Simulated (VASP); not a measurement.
# CdS (F-43m) in VASP: a series of runs

Runs on CdS. Level: PBE. Tasks: single point.

Everything below comes from runs of VASP 6.6.1. Logs are shortened: lines on timing, memory, paths and dates and some standing lists are left out, and cuts for length are marked.

### 1 The cell of the first run

It takes space group F-43m (No. 216, cubic). The conventional cell has a = 5.741 Å, b = 5.741 Å, c = 5.741 Å, α = 90.00°, β = 90.00°, γ = 90.00°. Within 3.3 Å of Cd (site symmetry -43m) lie 4 S at 2.49 Å. S (site symmetry -43m) has 4 Cd at 2.49 Å within 3.3 Å.

### 2 Single point, PBE (23.66 Å³/atom)

INCAR reads:

```
  PREC = Accurate
  ENCUT = 520
  EDIFF = 1E-6
  ISMEAR = -1
  SIGMA = 0.01
  LREAL = False
  LASPH = True
  NELM = 60
  ALGO = Normal
  ISIF = 2
  LWAVE = False
  LCHARG = False
  GGA = PE
  NBANDS = 16
```

KPOINTS reads:

```
regular mesh
0
Gamma
  8 8 8
```

POSCAR reads:

```
CdS
1.0
    0.0000000000      2.8706708545      2.8706708545
    2.8706708545      0.0000000000      2.8706708545
    2.8706708545      2.8706708545      0.0000000000
Cd S
1 1
Direct
    0.0000000000      0.0000000000      0.0000000000
    0.7500000000      0.7500000000      0.7500000000
```

Potentials or basis: VASP PAW PBE potentials, release 64 (Cd, S).

Run with:

```console
cat potpaw_PBE.64/Cd/POTCAR potpaw_PBE.64/S/POTCAR > POTCAR
mpirun -np 1 vasp_std > vasp.out
```

OUTCAR:

```text
PREC = Accurate
   ENCUT = 520
   EDIFF = 1E-6
   ISMEAR = -1
   LREAL = False
   LASPH = True
   NELM = 60
   ISIF = 2
   GGA = PE

 ion  position               nearest neighbor table
   1  0.000  0.000  0.000-   2 2.49   2 2.49   2 2.49   2 2.49
   2  0.750  0.750  0.750-   1 2.49   1 2.49   1 2.49   1 2.49

  LATTYP: Found a face centered cubic cell.
 ALAT       =     5.7413417090

  Lattice vectors:

 A1 = (   0.0000000000,   2.8706708545,   2.8706708545)
 A2 = (   2.8706708545,   0.0000000000,   2.8706708545)
 A3 = (   2.8706708545,   2.8706708545,   0.0000000000)

Analysis of symmetry for initial positions (statically):
=====================================================================
 Subroutine PRICEL returns:
 Original cell was already a primitive cell.

 Routine SETGRP: Setting up the symmetry group for a
 face centered cubic supercell.

 Subroutine GETGRP returns: Found 24 space group operations
 (whereof 24 operations were pure point group operations)
 out of a pool of 48 trial point group operations.

The static configuration has the point symmetry T_d .

Analysis of symmetry for dynamics (positions and initial velocities):
=====================================================================
 Subroutine PRICEL returns:
 Original cell was already a primitive cell.

 Routine SETGRP: Setting up the symmetry group for a
 face centered cubic supercell.

 Subroutine GETGRP returns: Found 24 space group operations
 (whereof 24 operations were pure point group operations)
 out of a pool of 48 trial point group operations.

The dynamic configuration has the point symmetry T_d .

 Subroutine INISYM returns: Found 24 space group operations
 (whereof 24 operations are pure point group operations),
 and found     1 'primitive' translations

----------------------------------------------------------------------------------------

                                     Primitive cell

  volume of cell :      47.3130

  direct lattice vectors                    reciprocal lattice vectors
     0.000000000  2.870670855  2.870670855    -0.174175315  0.174175315  0.174175315
     2.870670855  0.000000000  2.870670855     0.174175315 -0.174175315  0.174175315
     2.870670855  2.870670855  0.000000000     0.174175315  0.174175315 -0.174175315

  length of vectors
     4.059741656  4.059741656  4.059741656     0.301680495  0.301680495  0.301680495

  position of ions in fractional coordinates (direct lattice)
     0.000000000  0.000000000  0.000000000
     0.750000000  0.750000000  0.750000000

  ion indices of the primitive-cell ions
   primitive index   ion index
                 1           1
                 2           2

----------------------------------------------------------------------------------------

 KPOINTS: regular mesh

Automatic generation of k-mesh.
 Grid dimensions read from file:
 generate k-points for:    8    8    8

 Generating k-lattice:

  Cartesian coordinates                     Fractional coordinates (reciprocal lattice)
    -0.021771914  0.021771914  0.021771914     0.125000000  0.000000000  0.000000000
     0.021771914 -0.021771914  0.021771914     0.000000000  0.125000000  0.000000000
     0.021771914  0.021771914 -0.021771914     0.000000000  0.000000000  0.125000000

  Length of vectors
     0.037710062  0.037710062  0.037710062

  Shift w.r.t. Gamma in fractional coordinates (k-lattice)
     0.000000000  0.000000000  0.000000000

 Subroutine IBZKPT returns following result:
 ===========================================

 Found     29 irreducible k-points:

 Following reciprocal coordinates:
            Coordinates               Weight
  0.000000  0.000000  0.000000      1.000000
  0.125000  0.000000  0.000000      8.000000
  0.250000  0.000000  0.000000      8.000000
  0.375000  0.000000  0.000000      8.000000
  0.500000  0.000000  0.000000      4.000000
  0.125000  0.125000  0.000000      6.000000
[... 16 lines left out ...]
  0.500000  0.250000  0.125000     48.000000
 -0.375000  0.250000  0.125000     24.000000
 [... further k-points ...]
   k-points           NKPTS =     29   k-points in BZ     NKDIM =     29   number of bands    NBANDS=     16
   number of dos      NEDOS =    301   number of ions     NIONS =      2
   total plane-waves  NPLWV =  27000
   dimension x,y,z NGX =    30 NGY =   30 NGZ =   30
   dimension x,y,z NGXF=    60 NGYF=   60 NGZF=   60
   ions per type =               1   1
   NGX,Y,Z   is equivalent  to a cutoff of  12.28, 12.28, 12.28 a.u.
   NGXF,Y,Z  is equivalent  to a cutoff of  24.57, 24.57, 24.57 a.u.
 SYSTEM =  unknown system
   PREC   = accura    normal or accurate (medium, high low for compatibility)
   ISTART =      0    job   : 0-new  1-cont  2-samecut
   ICHARG =      2    charge: 1-file 2-atom 10-const
   ISPIN  =      1    spin polarized calculation?
   LNONCOLLINEAR =      F non collinear calculations
   LSORBIT =      F    spin-orbit coupling
   LASPH  =      T    aspherical Exc in radial PAW
   ENCUT  =  520.0 eV  38.22 Ry    6.18 a.u.   7.55  7.55  7.55*2*pi/ulx,y,z
   NELM   =     60;   NELMIN=  2; NELMDL= -5     # of ELM steps
   EDIFF  = 0.1E-05   stopping-criterion for ELM
   LREAL  =      F    real-space projection
   EDIFFG = 0.1E-04   stopping-criterion for IOM
   NSW    =      0    number of steps for IOM
   IBRION =     -1    ionic relax: 0-MD 1-quasi-New 2-CG
   NFREE  =      0    steps in history (QN), initial steepest desc. (CG)
   ISIF   =      2    stress and relaxation
   ISYM   =      2    0-nonsym 1-usesym 2-fastsym
   POTIM  = 0.5000    time-step for ionic-motion
   TEBEG  =    0.0;   TEEND  =   0.0 temperature during run
   PSTRESS=    0.0 pullay stress
   NELECT =      18.0000    total number of electrons
   NUPDOWN=      -1.0000    fix difference up-down
   EMIN   =  10.00;   EMAX   =-10.00  energy-range for DOS
   EFERMI =   0.00;   METHOD = LEGACY
   ISMEAR =    -1;   SIGMA  =   0.01  broadening in eV -4-tet -1-fermi 0-gaus
   EFERMI_NEDOS =   21; number of points for ismear=-14 and -15
   IALGO  =     38    algorithm
   IMIX   =      4    mixing-type and parameters
     AMIX     =   0.40;   BMIX     =  1.00
     AMIX_MAG =   1.60;   BMIX_MAG =  1.00
  volume/ion in A,a.u.               =      23.66       159.64
  Fermi-wavevector in a.u.,A,eV,Ry     =   1.186239  2.241667 19.145621  1.407163
  Thomas-Fermi vector in A             =   2.322416
   LORBIT       =      0    0 simple, 1 ext, 2 COOP (PROOUT), +10 PAW based schemes
   GGA     = PE    functional components
[... 5 lines left out ...]
 non-spin polarized calculation
  energy-cutoff  :      520.00
  volume of cell :       47.31
 maximum number of plane-waves:      1288
   NGX = 15   NGY = 15   NGZ = 15

 number of electron      18.0000007 magnetization

 Free energy of the ion-electron system (eV)
  ---------------------------------------------------
  ext. energy  EPLUGINS =         0.00000000
  ---------------------------------------------------
  free energy    TOTEN  =        -6.05024481 eV

  energy without entropy =       -6.05024481  energy(sigma->0) =       -6.05024481

 E-fermi :   1.9727     XC(G=0):  -9.3746

 val. band max:        1.7368729551   @ k =   0.0000   0.0000   0.0000
 cond. band min:       2.9890167218   @ k =   0.0000   0.0000   0.0000
 fundamental gap:      1.2521437667
 Fermi energy:         1.9726584963

 k-point     1 :       0.0000    0.0000    0.0000
  band No.  band energies     occupation
      1     -10.9387      2.00000
      2      -6.1802      2.00000
      3      -6.1802      2.00000
      4      -6.1802      2.00000
      5      -5.6319      2.00000
      6      -5.6319      2.00000
[... 8 lines left out ...]
     15      13.2856      0.00000
     16      13.4367      0.00000

 k-point     2 :       0.1250    0.0000    0.0000
  band No.  band energies     occupation
      1     -10.8699      2.00000
      2      -6.1547      2.00000
      3      -6.1547      2.00000
      4      -6.1250      2.00000
      5      -5.6333      2.00000
      6      -5.6333      2.00000
[... 8 lines left out ...]
     15      12.6679      0.00000
     16      13.9403      0.00000

 k-point     3 :       0.2500    0.0000    0.0000
  band No.  band energies     occupation
      1     -10.7028      2.00000
      2      -6.0996      2.00000
      3      -6.0996      2.00000
      4      -5.9197      2.00000
      5      -5.6273      2.00000
      6      -5.6273      2.00000
[... 8 lines left out ...]
     15      12.4293      0.00000
     16      13.1907      0.00000

 k-point     4 :       0.3750    0.0000    0.0000
  band No.  band energies     occupation
      1     -10.5356      2.00000
      2      -6.0572      2.00000
      3      -6.0572      2.00000
      4      -5.6041      2.00000
      5      -5.6041      2.00000
      6      -5.5205      2.00000
[... 8 lines left out ...]
     15      13.3249      0.00000
     16      13.3249      0.00000

 k-point     5 :       0.5000    0.0000    0.0000
  band No.  band energies     occupation
      1     -10.4670      2.00000
      2      -6.0442      2.00000
      3      -6.0442      2.00000
      4      -5.5885      2.00000
      5      -5.5885      2.00000
      6      -5.2081      2.00000
[... 8 lines left out ...]
     15      14.3880      0.00000
     16      14.3880      0.00000

 k-point     6 :       0.1250    0.1250    0.0000
  band No.  band energies     occupation
      1     -10.8471      2.00000
      2      -6.1381      2.00000
      3      -6.1305      2.00000
      4      -6.1305      2.00000
      5      -5.6509      2.00000
      6      -5.6173      2.00000
[... 8 lines left out ...]
     15      13.3802      0.00000
     16      14.6935      0.00000
[... 267 lines left out ...]
 k-point    21 :       0.5000    0.5000    0.0000
  band No.  band energies     occupation
      1     -10.3216      2.00000
      2      -5.9542      2.00000
      3      -5.7815      2.00000
      4      -5.7815      2.00000
      5      -5.5312      2.00000
      6      -5.1406      2.00000
[... 8 lines left out ...]
     15      14.1097      0.00000
     16      15.3543      0.00000

 k-point    22 :       0.3750    0.2500    0.1250
  band No.  band energies     occupation
      1     -10.5801      2.00000
      2      -6.0427      2.00000
      3      -6.0115      2.00000
      4      -5.8429      2.00000
      5      -5.6283      2.00000
      6      -5.5660      2.00000
[... 8 lines left out ...]
     15      13.8444      0.00000
     16      15.7956      0.00000

 k-point    23 :       0.5000    0.2500    0.1250
  band No.  band energies     occupation
      1     -10.4488      2.00000
      2      -6.0015      2.00000
      3      -5.9713      2.00000
      4      -5.7144      2.00000
      5      -5.5941      2.00000
      6      -5.3212      2.00000
[... 8 lines left out ...]
     15      14.7517      0.00000
     16      14.9825      0.00000

 k-point    24 :      -0.3750    0.2500    0.1250
  band No.  band energies     occupation
      1     -10.3953      2.00000
      2      -5.9965      2.00000
      3      -5.9516      2.00000
      4      -5.6641      2.00000
      5      -5.6019      2.00000
      6      -5.0789      2.00000
[... 8 lines left out ...]
     15      14.1605      0.00000
     16      15.0652      0.00000

 [... further k-points ...]

------------------------ aborting loop because EDIFF is reached ----------------------------------------

  FORCE on cell =-STRESS in cart. coord.  units (eV):
  Direction    XX          YY          ZZ          XY          YZ          ZX
  --------------------------------------------------------------------------------------
  -------------------------------------------------------------------------------------
  Total        2.0012300      2.0012300      2.0012300      0.0000000     -0.0000000     -0.0000000
  in kB       67.7684258     67.7684258     67.7684258      0.0000000     -0.0000000     -0.0000000
  external PRESSURE =      67.7684258 kB  Pullay stress =       0.0000000 kB

 VOLUME and BASIS-vectors are now :
 -----------------------------------------------------------------------------
  energy-cutoff  :      520.00
  volume of cell :       47.31
      direct lattice vectors                 reciprocal lattice vectors
     0.000000000  2.870670855  2.870670855    -0.174175315  0.174175315  0.174175315
     2.870670855  0.000000000  2.870670855     0.174175315 -0.174175315  0.174175315
     2.870670855  2.870670855  0.000000000     0.174175315  0.174175315 -0.174175315

 POSITION                                       TOTAL-FORCE (eV/Angst)
 -----------------------------------------------------------------------------------
      0.00000      0.00000      0.00000         0.000000      0.000000      0.000000
      4.30601      4.30601      4.30601        -0.000000     -0.000000     -0.000000
 -----------------------------------------------------------------------------------
    total drift:                                0.000001      0.000001      0.000001

  FREE ENERGIE OF THE ION-ELECTRON SYSTEM (eV)
  ---------------------------------------------------
  free  energy   TOTEN  =        -6.0502448070 eV

  energy  without entropy=       -6.0502448070  energy(sigma->0) =       -6.05024481
```

Run time: 21 s. Hardware: 1 thread of Intel Xeon Platinum 8488C (Sapphire Rapids), shared host; peak memory 0.17 GiB.

What came out:

```
Free energy            : -6.0502 eV
Pressure               : 6.8 GPa
Band gap on the k mesh : 1.25 eV
```

Caveat: the cell stands under pressure.

### 3 Single point, PBE (24.15 Å³/atom)

This run uses another cell than the first one, of 24.15 Å³/atom.

INCAR reads:

```
SYSTEM = CdS
  PREC = Accurate
  ENCUT = 520
  EDIFF = 1E-6
  ISMEAR = -1
  SIGMA = 0.01
  LREAL = .FALSE.
  LASPH = .TRUE.
  NELM = 80
  ALGO = Normal
  ISIF = 2
  LWAVE = .FALSE.
  LCHARG = .FALSE.
  GGA = PE
  NBANDS = 16
```

KPOINTS reads:

```
Automatic mesh
0
G
  8 8 8
  0 0 0
```

POSCAR reads:

```
CdS
1.0
    0.0000000000      2.8904692102      2.8904692102
    2.8904692102      0.0000000000      2.8904692102
    2.8904692102      2.8904692102      0.0000000000
Cd S
1 1
Direct
    0.0000000000      0.0000000000      0.0000000000
    0.7500000000      0.7500000000      0.7500000000
```

Potentials or basis: VASP PAW PBE potentials, release 64 (Cd, S).

Run with:

```console
cat potpaw_PBE.64/Cd/POTCAR potpaw_PBE.64/S/POTCAR > POTCAR
mpirun -np 1 vasp_std > vasp.out
```

Run time: 21 s. Hardware: 1 thread of Intel Xeon Platinum 8488C (Sapphire Rapids), shared host; peak memory 0.17 GiB.

Results (log left out):

```yaml
Free_energy: -6.0870 eV
Pressure: 5.1 GPa
Band_gap_on_the_k_mesh: 1.21 eV
```

Levels at points of the mesh, in eV from the valence-band top:
| k point | band 7 | band 8 | band 9 | band 10 | band 11 | band 12 |
| --- | --- | --- | --- | --- | --- | --- |
| (0.00, 0.00, 0.00) | 0.00 | 0.00 | 0.00 | 1.21 | 6.54 | 6.54 |
| (0.50, 0.00, 0.00) | -4.57 | -0.79 | -0.79 | 3.06 | 7.01 | 7.01 |
| (0.50, 0.50, 0.00) | -4.07 | -1.98 | -1.98 | 3.51 | 4.38 | 9.35 |

Caveat: the cell stands under pressure.
